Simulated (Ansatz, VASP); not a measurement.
**One calculation of ZnSb2C, two programs**

The input INCAR:

```
SYSTEM = ZnSb2C
PREC = Accurate ; ENCUT = 520
EDIFF = 1E-7 ; ISMEAR = -1
SIGMA = 0.02 ; LREAL = .False.
LASPH = .True. ; NELM = 80
ALGO = Normal ; ISIF = 2
LWAVE = .False. ; LCHARG = .False.
GGA = PE ; NBANDS = 36
```

Contents of KPOINTS:

```
Automatic mesh
0
Gamma
  6 6 2
  0 0 0
```

File POSCAR:

```
ZnSb2C
1.0
    3.8665179695      0.0000000000      0.0000000000
    0.0000000000      3.8665179695      0.0000000000
    0.0000000000      0.0000000000     11.6830130573
Zn Sb C
2 4 2
Direct
    0.5000000000      0.0000000000      0.8547331895
    0.0000000000      0.5000000000      0.1452668105
    0.5000000000      0.5000000000      0.0000000000
    0.0000000000      0.0000000000      0.2974351206
    0.5000000000      0.5000000000      0.5000000000
    0.0000000000      0.0000000000      0.7025648794
    0.5000000000      0.0000000000      0.4011644414
    0.0000000000      0.5000000000      0.5988355586
```

Input for Ansatz:

```yaml
crystal:
  lattice:
    - [3.8665179695, 0.0, 0.0]
    - [0.0, 3.8665179695, 0.0]
    - [0.0, 0.0, 11.6830130573]
  atoms:
    - { symbol: Zn, position: [0.5, 0.0, 0.8547331895] }
    - { symbol: Sb, position: [0.5, 0.5, 0.0] }
    - { symbol: Zn, position: [0.0, 0.5, 0.1452668105] }
    - { symbol: Sb, position: [0.0, 0.0, 0.2974351206] }
    - { symbol: C, position: [0.5, 0.0, 0.4011644414] }
    - { symbol: Sb, position: [0.5, 0.5, 0.5] }
    - { symbol: C, position: [0.0, 0.5, 0.5988355586] }
    - { symbol: Sb, position: [0.0, 0.0, 0.7025648794] }
kpoints:
  mp_grid: { grid: [6, 6, 2] }
hamiltonian:
  xc: pbe
scf:
  occupations: { method: fermi_dirac, width: 0.02 }
  n_extra_bands: 6
output:
  forces: true
  stress: true
  eigenvalues: true
```

Alike in both runs: task single point; functional PBE; k mesh 6 × 6 × 2; occupations fermi-dirac, width 0.02 eV; no spin polarisation.

```csv
,VASP,Ansatz
version,VASP 6.6.1,Ansatz 0.2.0
potentials or method,"VASP PAW PBE potentials, release 64 (Zn, Sb, C)","plane waves, PAW"
plane-wave cutoff (eV),520,420
valence electrons in the cell,52,92
```

VASP gave:

| Property | Result |
| --- | --- |
| pressure (GPa) | 2.3 |
| rms of the force components (eV/Å) | 0.029 |

Task: What did Ansatz give for the same quantities?

Result: Pressure (GPa): 2.1; rms of the force components (eV/Å): 0.025.

The functional is the same, so the differences come from potentials, cutoffs and numerics. VASP's potentials hold 52 valence electrons a cell and Ansatz's 92, so a difference there can come from the potentials and not from the codes.

Neither program's run includes spin-orbit coupling.
